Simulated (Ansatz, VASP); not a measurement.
## Pb8CS8O: VASP beside Ansatz

INCAR

```
PREC = Accurate
ENCUT = 520
EDIFF = 1E-6
ISMEAR = 0
SIGMA = 0.05
LREAL = Auto
LASPH = T
NELM = 60
ALGO = Normal
ISIF = 2
LWAVE = F
LCHARG = F
LDIPOL = T
IDIPOL = 3
DIPOL = 0.5 0.5 0.285
GGA = PE
NBANDS = 100
```

Contents of KPOINTS:

```
Automatic mesh
0
Gamma
  3 3 1
```

Contents of POSCAR:

```
Pb8CS8O
1.0
    8.4980431765      0.0000000000      0.0000000000
    0.0000000000      8.4980431765      0.0000000000
    0.0000000000      0.0000000000     20.7166259994
Pb S C O
8 8 1 1
Direct
    0.2500000000      0.2500000000      0.1930816341
    0.2500000000      0.7500000000      0.1930816341
    0.7500000000      0.2500000000      0.1930816341
    0.7500000000      0.7500000000      0.1930816341
    0.0000000000      0.0000000000      0.3242142808
    0.0000000000      0.5000000000      0.3242142808
    0.5000000000      0.0000000000      0.3242142808
    0.5000000000      0.5000000000      0.3242142808
    0.0000000000      0.0000000000      0.1930816341
    0.0000000000      0.5000000000      0.1930816341
    0.5000000000      0.0000000000      0.1930816341
    0.5000000000      0.5000000000      0.1930816341
    0.2500000000      0.2500000000      0.3230985962
    0.2500000000      0.7500000000      0.3230985962
    0.7500000000      0.2500000000      0.3230985962
    0.7500000000      0.7500000000      0.3230985962
    0.6575669559      0.0000000000      0.4979877515
    0.8424330441      0.0000000000      0.4979877515
```

Input for Ansatz:

```yaml
crystal:
  lattice:
    - [8.4980431765, 0.0, 0.0]
    - [0.0, 8.4980431765, 0.0]
    - [0.0, 0.0, 20.7166259994]
  atoms:
    - { symbol: Pb, position: [0.25, 0.25, 0.1930816341] }
    - { symbol: Pb, position: [0.25, 0.75, 0.1930816341] }
    - { symbol: Pb, position: [0.75, 0.25, 0.1930816341] }
    - { symbol: Pb, position: [0.75, 0.75, 0.1930816341] }
    - { symbol: S, position: [0.0, 0.0, 0.1930816341] }
    - { symbol: S, position: [0.0, 0.5, 0.1930816341] }
    - { symbol: S, position: [0.5, 0.0, 0.1930816341] }
    - { symbol: S, position: [0.5, 0.5, 0.1930816341] }
    - { symbol: Pb, position: [0.0, 0.0, 0.3242142808] }
    - { symbol: Pb, position: [0.0, 0.5, 0.3242142808] }
    - { symbol: Pb, position: [0.5, 0.0, 0.3242142808] }
    - { symbol: Pb, position: [0.5, 0.5, 0.3242142808] }
    - { symbol: S, position: [0.25, 0.25, 0.3230985962] }
    - { symbol: S, position: [0.25, 0.75, 0.3230985962] }
    - { symbol: S, position: [0.75, 0.25, 0.3230985962] }
    - { symbol: S, position: [0.75, 0.75, 0.3230985962] }
    - { symbol: C, position: [0.6575669559, 0.0, 0.4979877515] }
    - { symbol: O, position: [0.8424330441, 0.0, 0.4979877515] }
basis:
  ecutwfc: 420
kpoints:
  mp_grid: { grid: [3, 3, 1] }
hamiltonian:
  xc: pbe
scf:
  occupations: { method: gaussian, width: 0.05 }
output:
  forces: true
  eigenvalues: true
  write_density: true
  write_potential: true
  elf: true
  volumetric_format: npy
efield:
  axis: 3
  dipole_correction: true
  ramp_width: 0.04
```

Alike in both runs: task single point; functional PBE; k mesh 3 × 3 × 1; occupations gaussian, width 0.05 eV; no spin polarisation.

```csv
,VASP,Ansatz
version,VASP 6.6.1,Ansatz 0.2.0
potentials or method,"VASP PAW PBE potentials, release 64 (Pb_d, S, C, O), cutoff 520 eV","scalar-relativistic, plane waves, PAW"
valence electrons in the cell,170,170
```

|  | VASP | Ansatz | Ansatz less VASP |
| --- | --- | --- | --- |
| gap on the k mesh at the Fermi level (eV) | 0.25 | 0.25 | +0.002 |
| least direct gap on the mesh (eV) | 0.26 | 0.26 | +0.002 |
| rms of the force components (eV/Å) | 2.257 | 2.276 | +0.0190 |

Ansatz's warnings: xc potential rough in thin density.

Spin-orbit coupling is off throughout.
